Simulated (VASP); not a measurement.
# MgS (P6_3mc) in VASP: a series of runs

The runs below take MgS through single point, with BLYP+D4, PBE.

Program: VASP 6.6.1. These are calculated values, not measurements. Logs are shortened: lines on timing, memory, paths and dates and some standing lists are left out, and cuts for length are marked.

## (1) The cell of the first run

The structure is hexagonal, space group P6_3mc (No. 186). Conventional cell: a = 4.035 Å, b = 4.035 Å, c = 6.432 Å, α = 90.00°, β = 90.00°, γ = 120.00°. Mg (site symmetry 3m) has 4 S at 2.45 to 2.47 Å within 3.2 Å. S (site symmetry 3m) has 4 Mg at 2.45 to 2.47 Å within 3.2 Å.

## (2) Single point, BLYP+D4

File INCAR:

```
SYSTEM = MgS
PREC = Accurate
ENCUT = 600
EDIFF = 1E-6
ISMEAR = 0
SIGMA = 0.1
LREAL = .False.
LASPH = .True.
NELM = 120
ALGO = Normal
ISIF = 2
LWAVE = .False.
LCHARG = .False.
GGA = B5
ALDAX = 1.0
AGGAX = 1.0
AGGAC = 1.0
ALDAC = 0.0
IVDW = 13
VDW_S6 = 1.0
VDW_S8 = 2.34076671
VDW_A1 = 0.44488865
VDW_A2 = 4.0933009
NBANDS = 16
GGA_COMPAT = .False.
```

File KPOINTS:

```
Automatic mesh
0
Gamma
  6 6 2
  0 0 0
```

File POSCAR:

```
MgS
1.0
    4.0346224068      0.0000000000      0.0000000000
   -2.0173112034      3.4940854990      0.0000000000
    0.0000000000      0.0000000000      6.4322941800
Mg S
2 2
Direct
    0.6666666667      0.3333333333      0.4957548500
    0.3333333333      0.6666666667      0.9957548500
    0.3333333333      0.6666666667      0.3792441500
    0.6666666667      0.3333333333      0.8792441500
```

Potentials or basis: VASP PAW PBE potentials, release 64 (Mg, S).

The run is started by

```console
$ cat potpaw_PBE.64/Mg/POTCAR potpaw_PBE.64/S/POTCAR > POTCAR
$ mpirun -np 1 vasp_std > vasp.out
```

OUTCAR:

```text
SYSTEM = MgS
   PREC = Accurate
   ENCUT = 600
   EDIFF = 1E-6
   ISMEAR = 0
   LREAL = .False.
   LASPH = .True.
   NELM = 120
   ISIF = 2
   GGA = B5
   IVDW = 13

 ion  position               nearest neighbor table
   1  0.667  0.333  0.496-   3 2.45   3 2.45   3 2.45   4 2.47
   2  0.333  0.667  0.996-   4 2.45   4 2.45   4 2.45   3 2.47
   3  0.333  0.667  0.379-   1 2.45   1 2.45   1 2.45   2 2.47
   4  0.667  0.333  0.879-   2 2.45   2 2.45   2 2.45   1 2.47

  LATTYP: Found a hexagonal cell.
 ALAT       =     4.0346224068
 C/A-ratio  =     1.5942741430

  Lattice vectors:

 A1 = (   4.0346224068,   0.0000000000,   0.0000000000)
 A2 = (  -2.0173112034,   3.4940854990,   0.0000000000)
 A3 = (   0.0000000000,   0.0000000000,   6.4322941800)

Analysis of symmetry for initial positions (statically):
=====================================================================
 Subroutine PRICEL returns:
 Original cell was already a primitive cell.

 Routine SETGRP: Setting up the symmetry group for a
 hexagonal supercell.

 Subroutine GETGRP returns: Found 12 space group operations
 (whereof  6 operations were pure point group operations)
 out of a pool of 24 trial point group operations.

The static configuration has the point symmetry C_3v.
 The point group associated with its full space group is C_6v.

Analysis of symmetry for dynamics (positions and initial velocities):
=====================================================================
 Subroutine PRICEL returns:
 Original cell was already a primitive cell.

 Routine SETGRP: Setting up the symmetry group for a
 hexagonal supercell.

 Subroutine GETGRP returns: Found 12 space group operations
 (whereof  6 operations were pure point group operations)
 out of a pool of 24 trial point group operations.

The dynamic configuration has the point symmetry C_3v.
 The point group associated with its full space group is C_6v.

 Subroutine INISYM returns: Found 12 space group operations
 (whereof  6 operations are pure point group operations),
 and found     1 'primitive' translations

----------------------------------------------------------------------------------------

                                     Primitive cell

  volume of cell :      90.6781

  direct lattice vectors                    reciprocal lattice vectors
     4.034622407  0.000000000  0.000000000     0.247854669  0.143098960  0.000000000
    -2.017311203  3.494085499  0.000000000     0.000000000  0.286197919  0.000000000
     0.000000000  0.000000000  6.432294180     0.000000000  0.000000000  0.155465526

  length of vectors
     4.034622407  4.034622407  6.432294180     0.286197919  0.286197919  0.155465526

  position of ions in fractional coordinates (direct lattice)
     0.666666667  0.333333333  0.495754850
     0.333333333  0.666666667  0.995754850
     0.333333333  0.666666667  0.379244150
     0.666666667  0.333333333  0.879244150

  ion indices of the primitive-cell ions
   primitive index   ion index
                 1           1
                 2           2
                 3           3
                 4           4

----------------------------------------------------------------------------------------

 KPOINTS: Automatic mesh

Automatic generation of k-mesh.
 Grid dimensions read from file:
 generate k-points for:    6    6    2

 Generating k-lattice:

  Cartesian coordinates                     Fractional coordinates (reciprocal lattice)
     0.041309111  0.023849827  0.000000000     0.166666667  0.000000000  0.000000000
     0.000000000  0.047699653  0.000000000     0.000000000  0.166666667  0.000000000
     0.000000000  0.000000000  0.077732763     0.000000000  0.000000000  0.500000000

  Length of vectors
     0.047699653  0.047699653  0.077732763

  Shift w.r.t. Gamma in fractional coordinates (k-lattice)
     0.000000000  0.000000000  0.000000000

 Subroutine IBZKPT returns following result:
 ===========================================

 Found     14 irreducible k-points:

 Following reciprocal coordinates:
            Coordinates               Weight
  0.000000  0.000000  0.000000      1.000000
  0.166667  0.000000  0.000000      6.000000
  0.333333 -0.000000  0.000000      6.000000
  0.500000 -0.000000  0.000000      3.000000
  0.166667  0.166667  0.000000      6.000000
  0.333333  0.166667  0.000000     12.000000
  0.333333  0.333333  0.000000      2.000000
  0.000000  0.000000  0.500000      1.000000
  0.166667  0.000000  0.500000      6.000000
  0.333333 -0.000000  0.500000      6.000000
  0.500000 -0.000000  0.500000      3.000000
  0.166667  0.166667  0.500000      6.000000
  0.333333  0.166667  0.500000     12.000000
  0.333333  0.333333  0.500000      2.000000
   k-points           NKPTS =     14   k-points in BZ     NKDIM =     14   number of bands    NBANDS=     16
   number of dos      NEDOS =    301   number of ions     NIONS =      4
   total plane-waves  NPLWV =  55296
   dimension x,y,z NGX =    32 NGY =   32 NGZ =   54
   dimension x,y,z NGXF=    64 NGYF=   64 NGZF=  108
   ions per type =               2   2
   NGX,Y,Z   is equivalent  to a cutoff of  13.19, 13.19, 13.96 a.u.
   NGXF,Y,Z  is equivalent  to a cutoff of  26.37, 26.37, 27.91 a.u.
 SYSTEM =  MgS
   PREC   = accura    normal or accurate (medium, high low for compatibility)
   ISTART =      0    job   : 0-new  1-cont  2-samecut
   ICHARG =      2    charge: 1-file 2-atom 10-const
   ISPIN  =      1    spin polarized calculation?
   LNONCOLLINEAR =      F non collinear calculations
   LSORBIT =      F    spin-orbit coupling
   LASPH  =      T    aspherical Exc in radial PAW
   ENCUT  =  600.0 eV  44.10 Ry    6.64 a.u.   8.06  8.06 12.85*2*pi/ulx,y,z
   NELM   =    120;   NELMIN=  2; NELMDL= -5     # of ELM steps
   EDIFF  = 0.1E-05   stopping-criterion for ELM
   LREAL  =      F    real-space projection
[... 7 lines left out ...]
   TEBEG  =    0.0;   TEEND  =   0.0 temperature during run
   PSTRESS=    0.0 pullay stress
   NELECT =      16.0000    total number of electrons
   NUPDOWN=      -1.0000    fix difference up-down
   EMIN   =  10.00;   EMAX   =-10.00  energy-range for DOS
   EFERMI =   0.00;   METHOD = LEGACY
   ISMEAR =     0;   SIGMA  =   0.10  broadening in eV -4-tet -1-fermi 0-gaus
   EFERMI_NEDOS =   21; number of points for ismear=-14 and -15
   IALGO  =     38    algorithm
   IMIX   =      4    mixing-type and parameters
     AMIX     =   0.40;   BMIX     =  1.00
     AMIX_MAG =   1.60;   BMIX_MAG =  1.00
  volume/ion in A,a.u.               =      22.67       152.98
  Fermi-wavevector in a.u.,A,eV,Ry     =   0.918221  1.735187 11.471486  0.843130
  Thomas-Fermi vector in A             =   2.043279
   LORBIT       =      0    0 simple, 1 ext, 2 COOP (PROOUT), +10 PAW based schemes
   GGA     = B5    functional components
   LHFCALC =     F    Hartree Fock is set to
   AEXX    =    0.0000 exact exchange contribution
   IVDW    =    13    specifies the selected vdW correction
   LEPSILON=     F    determine dielectric tensor
   LRPA    =     F    only Hartree local field effects (RPA)
 non-spin polarized calculation
 Gauss-broadening in eV      SIGMA  =   0.10
  energy-cutoff  :      600.00
  volume of cell :       90.68
 maximum number of plane-waves:      3054
   NGX = 17   NGY = 17   NGZ = 25

 number of electron      15.9999998 magnetization

 Free energy of the ion-electron system (eV)
  ---------------------------------------------------
  ext. energy  EPLUGINS =         0.00000000
  ---------------------------------------------------
  free energy    TOTEN  =       -15.39836437 eV

  energy without entropy =      -15.39836437  energy(sigma->0) =      -15.39836437

 E-fermi :   1.9812     XC(G=0):  -7.8855

 val. band max:        1.5617338387   @ k =   0.0000   0.0000   0.0000
 cond. band min:       5.1265407341   @ k =   0.0000   0.0000   0.0000
 fundamental gap:      3.5648068953
 Fermi energy:         1.9811589124

 k-point     1 :       0.0000    0.0000    0.0000
  band No.  band energies     occupation
      1      -9.8237      2.00000
      2      -9.1078      2.00000
      3      -1.5952      2.00000
      4       0.9886      2.00000
      5       0.9886      2.00000
      6       1.4013      2.00000
[... 8 lines left out ...]
     15      10.0978      0.00000
     16      10.8899      0.00000

 k-point     2 :       0.1667    0.0000    0.0000
  band No.  band energies     occupation
      1      -9.6930      2.00000
      2      -9.0453      2.00000
      3      -1.3886      2.00000
      4       0.2500      2.00000
      5       0.6384      2.00000
      6       0.7887      2.00000
[... 8 lines left out ...]
     15      10.2720      0.00000
     16      10.3758      0.00000

 k-point     3 :       0.3333   -0.0000    0.0000
  band No.  band energies     occupation
      1      -9.3827      2.00000
      2      -8.9411      2.00000
      3      -1.0120      2.00000
      4      -0.7204      2.00000
      5      -0.3918      2.00000
      6       0.4698      2.00000
[... 8 lines left out ...]
     15      10.2976      0.00000
     16      11.7427      0.00000

 k-point     4 :       0.5000   -0.0000    0.0000
  band No.  band energies     occupation
      1      -9.1693      2.00000
      2      -8.9308      2.00000
      3      -1.4053      2.00000
      4      -0.8575      2.00000
      5      -0.2813      2.00000
      6       0.3335      2.00000
[... 8 lines left out ...]
     15      10.6790      0.00000
     16      12.7885      0.00000
[... 134 lines left out ...]
 k-point    12 :       0.1667    0.1667    0.5000
  band No.  band energies     occupation
      1      -9.2272      2.00000
      2      -9.2272      2.00000
      3      -0.8634      2.00000
      4      -0.8634      2.00000
      5       0.5477      2.00000
      6       0.5477      2.00000
[... 8 lines left out ...]
     15      10.5432      0.00000
     16      10.5432      0.00000

 k-point    13 :       0.3333    0.1667    0.5000
  band No.  band energies     occupation
      1      -9.0492      2.00000
      2      -9.0492      2.00000
      3      -1.3116      2.00000
      4      -1.3116      2.00000
      5       0.1497      2.00000
      6       0.1497      2.00000
[... 8 lines left out ...]
     15      10.9937      0.00000
     16      10.9937      0.00000

 k-point    14 :       0.3333    0.3333    0.5000
  band No.  band energies     occupation
      1      -8.9880      2.00000
      2      -8.9880      2.00000
      3      -1.2075      2.00000
      4      -1.2075      2.00000
      5      -0.3876      2.00000
      6      -0.3876      2.00000
[... 8 lines left out ...]
     15      10.9456      0.00000
     16      10.9456      0.00000

------------------------ aborting loop because EDIFF is reached ----------------------------------------

  DFT-D4 for vdW energy calculation

  Edisp (eV):   -1.67307

  FORCE on cell =-STRESS in cart. coord.  units (eV):
  Direction    XX          YY          ZZ          XY          YZ          ZX
  --------------------------------------------------------------------------------------
  -------------------------------------------------------------------------------------
  Total      -0.68252    -0.68252    -0.65743     0.00000     0.00000     0.00000
  in kB     -12.05935   -12.05935   -11.61602     0.00000     0.00000     0.00000
  external pressure =      -11.91 kB  Pullay stress =        0.00 kB

 VOLUME and BASIS-vectors are now :
 -----------------------------------------------------------------------------
  energy-cutoff  :      600.00
  volume of cell :       90.68
      direct lattice vectors                 reciprocal lattice vectors
     4.034622407  0.000000000  0.000000000     0.247854669  0.143098960  0.000000000
    -2.017311203  3.494085499  0.000000000     0.000000000  0.286197919  0.000000000
     0.000000000  0.000000000  6.432294180     0.000000000  0.000000000  0.155465526

 POSITION                                       TOTAL-FORCE (eV/Angst)
 -----------------------------------------------------------------------------------
      2.01731      1.16470      3.18884         0.000000      0.000000      0.063756
     -0.00000      2.32939      6.40499         0.000000      0.000000      0.063756
     -0.00000      2.32939      2.43941        -0.000000     -0.000000     -0.063756
      2.01731      1.16470      5.65556        -0.000000      0.000000     -0.063756
 -----------------------------------------------------------------------------------
    total drift:                               -0.000000      0.000000     -0.000132

  FREE ENERGIE OF THE ION-ELECTRON SYSTEM (eV)
  ---------------------------------------------------
  free  energy   TOTEN  =       -17.0714332554 eV

  energy  without entropy=      -17.0714332554  energy(sigma->0) =      -17.07143326
```

It took 59 s on 1 thread of Intel Xeon Platinum 8175M at 2.50GHz (Skylake/Cascade Lake), shared host; peak memory 0.23 GiB.

Results:

* Free energy: -17.0714 eV
* Pressure: -1.2 GPa
* Largest force: 0.064 eV/Å
* Band gap on the k mesh: 3.56 eV
* Dispersion energy per atom: -0.418 eV

Forces on the atoms (eV/Å):
```
Mg   0.000  0.000  0.064
Mg   0.000  0.000  0.064
S    0.000  0.000 -0.064
S    0.000  0.000 -0.064
```

Levels at points of the mesh, in eV from the valence-band top:
| k point | band 6 | band 7 | band 8 | band 9 | band 10 | band 11 |
| --- | --- | --- | --- | --- | --- | --- |
| (0.00, 0.00, 0.00) | -0.16 | -0.16 | 0.00 | 3.56 | 4.74 | 7.53 |
| (0.50, 0.00, 0.00) | -1.23 | -0.90 | -0.47 | 4.84 | 5.36 | 5.88 |
| (0.00, 0.00, 0.50) | -0.37 | -0.37 | -0.37 | 4.99 | 4.99 | 7.68 |
| (0.50, 0.00, 0.50) | -0.88 | -0.79 | -0.79 | 4.79 | 4.79 | 6.36 |

Caveat: the k points lie up to 0.49 Å⁻¹ apart; the PAW data sets were made with another functional, which shifts forces and pressure a little.

(Part 1 of 2 ends here.)
